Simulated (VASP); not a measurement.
**BAs (zincblende): one PBE single-point calculation in two programs**

```
B As
1.0
     0.00000    2.39187    2.39187
     2.39187    0.00000    2.39187
     2.39187    2.39187    0.00000
B As
1 1
Cartesian
  0.0000 0.0000 0.0000
  1.1959 1.1959 1.1959
```

Each program uses its own PAW datasets. VASP's cell holds 8 valence electrons and Ansatz's 18. Ansatz's stress includes a Pulay correction; VASP's doesn't. Ansatz solved a whole band path, VASP its corner points and band edges.

Cutoffs: 520 eV in VASP, 420 eV in Ansatz. k meshes: 10×10×10 and 10×10×10.

```tsv
	VASP	Ansatz
gap between bands v and c	1.18 eV	1.19 eV
least direct gap	3.27 eV	3.28 eV
pressure	2.8 GPa	2.2 GPa
```

Band v is the last that the valence electrons fill when counted band by band, and c is the next. Levels in eV from the top of v, Ansatz:

| point | v−1 | v | c | c+1 |
| --- | --- | --- | --- | --- |
| Γ | 0.00 | 0.00 | 3.28 | 3.28 |
| X | -4.06 | -4.06 | 1.44 | 1.45 |
| W | -5.45 | -5.16 | 5.26 | 5.92 |
| K | -5.91 | -3.47 | 2.05 | 5.54 |
| L | -1.81 | -1.81 | 2.66 | 4.79 |

VASP:

| point | v−1 | v | c | c+1 |
| --- | --- | --- | --- | --- |
| Γ | 0.00 | 0.00 | 3.27 | 3.27 |
| X | -4.06 | -4.06 | 1.43 | 1.45 |
| W | -5.46 | -5.17 | 5.24 | 5.91 |
| K | -5.92 | -3.47 | 2.04 | 5.53 |
| L | -1.81 | -1.81 | 2.67 | 4.78 |

VASP's potentials hold 8 valence electrons a cell and Ansatz's 18, so a difference between the two programs can come from the potentials and not from the codes.
